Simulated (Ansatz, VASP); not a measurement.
# Pt in VASP and in Ansatz

```
Pt
1.0
    -1.58422    1.58422    1.58422
     1.58422   -1.58422    1.58422
     1.58422    1.58422   -1.58422
Pt
1
Direct
  0.00000 0.00000 0.00000
```

Alike in both runs: task relaxation of cell and atoms; functional B3LYP; k mesh 6 × 6 × 6; occupations fermi-dirac, width 0.05 eV; no spin polarisation.

|  | VASP | Ansatz |
| --- | --- | --- |
| version | VASP 6.6.1 | Ansatz 0.2.0 |
| potentials or method | VASP PAW PBE potentials, release 64 (Pt) | Ansatz PAW |
| plane-wave cutoff (eV) | 600 | 420 |
| valence electrons in the cell | 10 | 18 |

Ansatz gave:

| Property | Result |
| --- | --- |
| gap on the k mesh at the Fermi level, each at its own relaxed structure (eV) | none |
| relaxed volume (Å³/atom) | 16.21 |
| relaxed cell length with the largest relative difference (Å) | 2.761 |

Question: What did VASP give for the same quantities?

Answer: gap on the k mesh at the Fermi level, each at its own relaxed structure (eV): none; relaxed volume (Å³/atom): 16.29; relaxed cell length with the largest relative difference (Å): 2.766.

VASP's potentials were made for PBE, not for B3LYP. A gap of «none» marks a metal or a gap that the smearing closes. VASP's potentials hold 10 valence electrons a cell and Ansatz's 18, so a difference there can come from the potentials and not from the codes.

The k mesh is coarse, so the values compare programs but aren't converged. Neither program's run includes spin-orbit coupling. Noted on Ansatz's run: the plane-wave basis is chosen anew once the cell has moved, so the energies of steps on either side of that aren't comparable.
